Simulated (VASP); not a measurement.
# Al (Fm-3m) in VASP: single point with PBE

Aim: the single point of Al with PBE.

Everything below comes from runs of VASP 6.6.1. Logs are shortened: lines on timing, memory, paths and dates and some standing lists are left out, and cuts for length are marked.

## 1. The cell of the first run

Symmetry: Fm-3m, No. 225, cubic system. Conventional cell: a = 4.039 Å, b = 4.039 Å, c = 4.039 Å, α = 90.00°, β = 90.00°, γ = 90.00°. Within 3.8 Å of Al (site symmetry m-3m) lie 12 Al at 2.86 Å.

## 2. Single point, PBE

INCAR reads:

```
SYSTEM = Al
ALGO = Normal
EDIFF = 1E-6
ENCUT = 520
GGA = PE
ISIF = 2
ISMEAR = 1
LASPH = .True.
LCHARG = .True.
LELF = .True.
LREAL = Auto
LUSENCCL = .False.
LVHAR = .True.
LWAVE = .False.
NBANDS = 262
NELM = 100
PREC = Accurate
SIGMA = 0.1
```

KPOINTS reads:

```
k-points
0
Gamma
  3 3 3
  0 0 0
```

POSCAR reads:

```
Al
1.0
   -8.0778592000      8.0778592000      8.0778592000
    8.0778592000     -8.0778592000      8.0778592000
    8.0778592000      8.0778592000     -8.0778592000
Al
128
Direct
    0.0000000000      0.0000000000      0.0000000000
    0.0000000000      0.1250000000      0.3750000000
    0.0000000000      0.2500000000      0.2500000000
    0.0000000000      0.3750000000      0.1250000000
    0.1250000000      0.0000000000      0.3750000000
    0.1250000000      0.1250000000      0.2500000000
[... 120 lines left out ...]
    0.8750000000      0.7500000000      0.8750000000
    0.8750000000      0.8750000000      0.7500000000
```

Potentials or basis: VASP PAW PBE potentials, release 64 (Al).

Command:

```console
$ cat potpaw_PBE.64/Al/POTCAR > POTCAR
$ mpirun -np 1 vasp_std > vasp.out
```

OUTCAR:

```text
SYSTEM = Al
   EDIFF = 1E-6
   ENCUT = 520
   GGA = PE
   ISIF = 2
   ISMEAR = 1
   LASPH = .True.
   LREAL = Auto
   NELM = 100
   PREC = Accurate

 ion  position               nearest neighbor table
   1  0.000  0.000  0.000-   6 2.86  18 2.86  21 2.86  36 2.86  40 2.86  77 2.86  78 2.86 128 2.86
                            10 2.86 124 2.86 127 2.86   7 2.86
   2  0.000  0.125  0.375-   3 2.86   5 2.86   6 2.86  17 2.86  23 2.86  77 2.86  79 2.86  94 2.86
                            24 2.86  27 2.86  73 2.86 112 2.86
   3  0.000  0.250  0.250-   2 2.86   4 2.86   6 2.86   7 2.86  24 2.86  78 2.86  79 2.86  80 2.86
                            77 2.86  12 2.86  37 2.86  74 2.86
   4  0.000  0.375  0.125-   3 2.86   7 2.86   8 2.86  33 2.86  37 2.86  80 2.86  95 2.86 109 2.86
                            78 2.86  38 2.86  41 2.86  75 2.86
   5  0.125  0.000  0.375-   2 2.86   6 2.86   9 2.86  17 2.86  26 2.86  36 2.86  44 2.86  56 2.86
                            27 2.86  30 2.86  35 2.86 112 2.86
   6  0.125  0.125  0.250-   1 2.86   2 2.86   3 2.86   5 2.86   7 2.86   9 2.86  10 2.86  27 2.86
                            15 2.86  12 2.86  36 2.86  77 2.86
   7  0.125  0.250  0.125-   3 2.86   4 2.86   6 2.86   8 2.86  10 2.86  11 2.86  12 2.86  18 2.86
                            16 2.86   1 2.86  41 2.86  78 2.86
   8  0.125  0.375  0.000-   4 2.86   7 2.86  11 2.86  19 2.86  28 2.86  33 2.86  41 2.86  53 2.86
                            42 2.86  45 2.86  18 2.86  95 2.86
   9  0.250  0.000  0.250-   5 2.86   6 2.86  10 2.86  13 2.86  30 2.86  40 2.86  44 2.86  48 2.86
                            15 2.86  36 2.86  39 2.86  66 2.86
  10  0.250  0.125  0.125-   6 2.86   7 2.86   9 2.86  11 2.86  13 2.86  14 2.86  15 2.86  21 2.86
                            16 2.86   1 2.86  40 2.86  67 2.86
  11  0.250  0.250  0.000-   7 2.86   8 2.86  10 2.86  14 2.86  16 2.86  22 2.86  28 2.86  31 2.86
                            21 2.86  18 2.86  45 2.86  68 2.86
[... 217 lines left out ...]
                            90 2.86  93 2.86  98 2.86  47 2.86
 121  0.750  0.500  0.750-  88 2.86  92 2.86  96 2.86 110 2.86 117 2.86 118 2.86 122 2.86 125 2.86
                            87 2.86  50 2.86  84 2.86 127 2.86
 122  0.750  0.625  0.625- 101 2.86 118 2.86 119 2.86 121 2.86 123 2.86 125 2.86 126 2.86 127 2.86
                            51 2.86 113 2.86  88 2.86 128 2.86
 123  0.750  0.750  0.500- 102 2.86 108 2.86 111 2.86 119 2.86 120 2.86 122 2.86 126 2.86 128 2.86
                            52 2.86  93 2.86  98 2.86 101 2.86
 124  0.750  0.875  0.875-  77 2.86  85 2.86  89 2.86 104 2.86 107 2.86 119 2.86 127 2.86 128 2.86
                           118 2.86   1 2.86  78 2.86 115 2.86
 125  0.875  0.500  0.625-  20 2.86  49 2.86  50 2.86  76 2.86  96 2.86 121 2.86 122 2.86 126 2.86
                            54 2.86  51 2.86  88 2.86  91 2.86
 126  0.875  0.625  0.500-  34 2.86  49 2.86  51 2.86 105 2.86 111 2.86 122 2.86 123 2.86 125 2.86
                            55 2.86  76 2.86 101 2.86  52 2.86
 127  0.875  0.750  0.875-  36 2.86  50 2.86  51 2.86 107 2.86 110 2.86 122 2.86 124 2.86 128 2.86
                           121 2.86   1 2.86  40 2.86 118 2.86
 128  0.875  0.875  0.750-   1 2.86  51 2.86  52 2.86  89 2.86  93 2.86 123 2.86 124 2.86 127 2.86
                           122 2.86  18 2.86  21 2.86 119 2.86

  LATTYP: Found a body centered cubic cell.
 ALAT       =    16.1557184000

  Lattice vectors:

 A1 = (  -8.0778592000,   8.0778592000,   8.0778592000)
 A2 = (   8.0778592000,  -8.0778592000,   8.0778592000)
 A3 = (   8.0778592000,   8.0778592000,  -8.0778592000)

Analysis of symmetry for initial positions (statically):
=====================================================================
 Subroutine PRICEL returns following result:

  LATTYP: Found a face centered cubic cell.
 ALAT       =     4.0389296000

  Lattice vectors:

 A1 = (   2.0194648000,  -2.0194648000,   0.0000000000)
 A2 = (  -0.0000000000,  -2.0194648000,  -2.0194648000)
 A3 = (   2.0194648000,  -0.0000000000,  -2.0194648000)

 128 primitive cells build up your supercell.

 Routine SETGRP: Setting up the symmetry group for a
 body centered cubic supercell.

 Subroutine GETGRP returns: Found 48 space group operations
 (whereof 48 operations were pure point group operations)
 out of a pool of 48 trial point group operations.

The static configuration has the point symmetry O_h .

Analysis of symmetry for dynamics (positions and initial velocities):
=====================================================================
 Subroutine PRICEL returns following result:

  LATTYP: Found a face centered cubic cell.
 ALAT       =     4.0389296000

  Lattice vectors:

 A1 = (   2.0194648000,  -2.0194648000,   0.0000000000)
 A2 = (  -0.0000000000,  -2.0194648000,  -2.0194648000)
 A3 = (   2.0194648000,  -0.0000000000,  -2.0194648000)

 128 primitive cells build up your supercell.

 Routine SETGRP: Setting up the symmetry group for a
 body centered cubic supercell.

 Subroutine GETGRP returns: Found 48 space group operations
 (whereof 48 operations were pure point group operations)
 out of a pool of 48 trial point group operations.

The dynamic configuration has the point symmetry O_h .

 Subroutine INISYM returns: Found 48 space group operations
 (whereof 48 operations are pure point group operations),
 and found   128 'primitive' translations

----------------------------------------------------------------------------------------

                                     Primitive cell

  volume of cell :      16.4717

  direct lattice vectors                    reciprocal lattice vectors
     2.019464800 -2.019464800  0.000000000     0.247590352 -0.247590352  0.247590352
    -0.000000000 -2.019464800 -2.019464800    -0.247590352 -0.247590352 -0.247590352
     2.019464800 -0.000000000 -2.019464800     0.247590352  0.247590352 -0.247590352

  length of vectors
     2.855954509  2.855954509  2.855954509     0.428839069  0.428839069  0.428839069

  position of ions in fractional coordinates (direct lattice)
     0.000000000  0.000000000  0.000000000

  ion indices of the primitive-cell ions
   primitive index   ion index
                 1           1

----------------------------------------------------------------------------------------

 KPOINTS: k-points

Automatic generation of k-mesh.
 Grid dimensions read from file:
 generate k-points for:    3    3    3

 Generating k-lattice:

  Cartesian coordinates                     Fractional coordinates (reciprocal lattice)
     0.000000000  0.020632529  0.020632529     0.333333333  0.000000000  0.000000000
     0.020632529  0.000000000  0.020632529     0.000000000  0.333333333  0.000000000
     0.020632529  0.020632529  0.000000000     0.000000000  0.000000000  0.333333333

  Length of vectors
     0.029178803  0.029178803  0.029178803

  Shift w.r.t. Gamma in fractional coordinates (k-lattice)
     0.000000000  0.000000000  0.000000000

 Subroutine IBZKPT returns following result:
 ===========================================

 Found      4 irreducible k-points:

 Following reciprocal coordinates:
            Coordinates               Weight
  0.000000  0.000000  0.000000      1.000000
  0.333333  0.000000  0.000000     12.000000
  0.333333  0.333333  0.000000      8.000000
 -0.333333  0.333333  0.333333      6.000000
   k-points           NKPTS =      4   k-points in BZ     NKDIM =      4   number of bands    NBANDS=    262
   number of dos      NEDOS =    301   number of ions     NIONS =    128
   total plane-waves  NPLWV = ******
   dimension x,y,z NGX =   108 NGY =  108 NGZ =  108
   dimension x,y,z NGXF=   216 NGYF=  216 NGZF=  216
   ions per type =             128
   NGX,Y,Z   is equivalent  to a cutoff of  12.83, 12.83, 12.83 a.u.
   NGXF,Y,Z  is equivalent  to a cutoff of  25.67, 25.67, 25.67 a.u.
 SYSTEM =  Al
   PREC   = accura    normal or accurate (medium, high low for compatibility)
   ISTART =      0    job   : 0-new  1-cont  2-samecut
   ICHARG =      2    charge: 1-file 2-atom 10-const
   ISPIN  =      1    spin polarized calculation?
   LNONCOLLINEAR =      F non collinear calculations
   LSORBIT =      F    spin-orbit coupling
   LASPH  =      T    aspherical Exc in radial PAW
   ENCUT  =  520.0 eV  38.22 Ry    6.18 a.u.  26.01 26.01 26.01*2*pi/ulx,y,z
   NELM   =    100;   NELMIN=  2; NELMDL= -5     # of ELM steps
   EDIFF  = 0.1E-05   stopping-criterion for ELM
   LREAL  =      T    real-space projection
   EDIFFG = 0.1E-04   stopping-criterion for IOM
   NSW    =      0    number of steps for IOM
   IBRION =     -1    ionic relax: 0-MD 1-quasi-New 2-CG
   NFREE  =      0    steps in history (QN), initial steepest desc. (CG)
   ISIF   =      2    stress and relaxation
   ISYM   =      2    0-nonsym 1-usesym 2-fastsym
   POTIM  = 0.5000    time-step for ionic-motion
   TEBEG  =    0.0;   TEEND  =   0.0 temperature during run
   PSTRESS=    0.0 pullay stress
   NELECT =     384.0000    total number of electrons
   NUPDOWN=      -1.0000    fix difference up-down
   EMIN   =  10.00;   EMAX   =-10.00  energy-range for DOS
   EFERMI =   0.00;   METHOD = LEGACY
   ISMEAR =     1;   SIGMA  =   0.10  broadening in eV -4-tet -1-fermi 0-gaus
   EFERMI_NEDOS =   21; number of points for ismear=-14 and -15
   IALGO  =     38    algorithm
   IMIX   =      4    mixing-type and parameters
     AMIX     =   0.40;   BMIX     =  1.00
     AMIX_MAG =   1.60;   BMIX_MAG =  1.00
  volume/ion in A,a.u.               =      16.47       111.16
  Fermi-wavevector in a.u.,A,eV,Ry     =   0.927974  1.753616 11.716453  0.861135
  Thomas-Fermi vector in A             =   2.054101
   LORBIT       =      0    0 simple, 1 ext, 2 COOP (PROOUT), +10 PAW based schemes
   GGA     = PE    functional components
   LHFCALC =     F    Hartree Fock is set to
   AEXX    =    0.0000 exact exchange contribution
   IVDW    =     0    specifies the selected vdW correction
   LEPSILON=     F    determine dielectric tensor
   LRPA    =     F    only Hartree local field effects (RPA)
 non-spin polarized calculation
 Methfessel and Paxton  Order N= 1 SIGMA  =   0.10
  energy-cutoff  :      520.00
  volume of cell :     2108.38
 maximum number of plane-waves:     56814
 NGX is ok and might be reduce to   108
   NGX = 53   NGY = 53   NGZ = 53

 number of electron     384.0000007 magnetization

 Free energy of the ion-electron system (eV)
  ---------------------------------------------------
  ext. energy  EPLUGINS =         0.00000000
  ---------------------------------------------------
  free energy    TOTEN  =      -479.64749516 eV

  energy without entropy =     -479.59823438  energy(sigma->0) =     -479.63107490

 E-fermi :   7.9798     XC(G=0): -10.2032

 val. band max:        7.9722370731   @ k =   0.3333   0.3333   0.0000
 cond. band min:       7.9799041674   @ k =   0.3333   0.0000   0.0000
 fundamental gap:      0.0076670943
 Fermi energy:         7.9797915666

 k-point     1 :       0.0000    0.0000    0.0000
  band No.  band energies     occupation
      1      -3.1289      2.00000
      2      -1.9990      2.00000
      3      -1.9990      2.00000
      4      -1.9990      2.00000
      5      -1.9990      2.00000
      6      -1.9990      2.00000
[... 196 lines left out ...]
    203       8.8519     -0.00000
    204       8.8519     -0.00000

 k-point     2 :       0.3333    0.0000    0.0000
  band No.  band energies     occupation
      1      -3.0029      2.00000
      2      -2.6256      2.00000
      3      -2.2493      2.00000
      4      -2.2493      2.00000
      5      -2.2493      2.00000
      6      -2.2493      2.00000
[... 196 lines left out ...]
    203       8.6254     -0.00000
    204       8.6254     -0.00000

 k-point     3 :       0.3333    0.3333    0.0000
  band No.  band energies     occupation
      1      -2.7513      2.00000
      2      -2.7513      2.00000
      3      -2.7513      2.00000
      4      -2.3746      2.00000
      5      -1.9990      2.00000
      6      -1.9990      2.00000
[... 196 lines left out ...]
    203       8.0573      0.03322
    204       8.4950     -0.00000

 k-point     4 :      -0.3333    0.3333    0.3333
  band No.  band energies     occupation
      1      -2.8770      2.00000
      2      -2.5000      2.00000
      3      -2.5000      2.00000
      4      -2.5000      2.00000
      5      -2.5000      2.00000
      6      -2.1241      2.00000
[... 196 lines left out ...]
    203       8.3523     -0.00000
    204       8.3523     -0.00000
 [bands above 204 left out]

------------------------ aborting loop because EDIFF is reached ----------------------------------------

  FORCE on cell =-STRESS in cart. coord.  units (eV):
  Direction    XX          YY          ZZ          XY          YZ          ZX
  --------------------------------------------------------------------------------------
  -------------------------------------------------------------------------------------
  Total       -0.6521371     -0.6521371     -0.6521371     -0.0000000     -0.0000000      0.0000000
  in kB       -0.4955651     -0.4955651     -0.4955651     -0.0000000     -0.0000000      0.0000000
  external PRESSURE =      -0.4955651 kB  Pullay stress =       0.0000000 kB

 VOLUME and BASIS-vectors are now :
 -----------------------------------------------------------------------------
  energy-cutoff  :      520.00
  volume of cell :     2108.38
      direct lattice vectors                 reciprocal lattice vectors
    -8.077859200  8.077859200  8.077859200     0.000000000  0.061897588  0.061897588
     8.077859200 -8.077859200  8.077859200     0.061897588  0.000000000  0.061897588
     8.077859200  8.077859200 -8.077859200     0.061897588  0.061897588  0.000000000

 POSITION                                       TOTAL-FORCE (eV/Angst)
 -----------------------------------------------------------------------------------
      0.00000      0.00000      0.00000        -0.000000      0.000000     -0.000000
      4.03893      2.01946     -2.01946        -0.000000      0.000000      0.000000
      4.03893      0.00000      0.00000        -0.000000      0.000000     -0.000000
      4.03893     -2.01946      2.01946         0.000000     -0.000000      0.000000
      2.01946      4.03893     -2.01946        -0.000000     -0.000000      0.000000
      2.01946      2.01946      0.00000        -0.000000      0.000000     -0.000000
[... 120 lines left out ...]
      6.05839      8.07786      6.05839        -0.000000      0.000000     -0.000000
      6.05839      6.05839      8.07786        -0.000000     -0.000000      0.000000
 -----------------------------------------------------------------------------------
    total drift:                               -0.000000     -0.000000     -0.000000

  FREE ENERGIE OF THE ION-ELECTRON SYSTEM (eV)
  ---------------------------------------------------
  free  energy   TOTEN  =      -479.6474951623 eV

  energy  without entropy=     -479.5982343809  energy(sigma->0) =     -479.63107490
```

Wall time 4.2 min (1 × NVIDIA H100 80GB with 1 thread of AMD EPYC 7R13 (Zen 3), shared host); peak memory 3.2 GiB.

Results:

* Free energy: -479.6475 eV
* Pressure: 0.0 GPa
* Band gap on the k mesh: zero (bands 192 and 193 overlap by 0.27 eV)
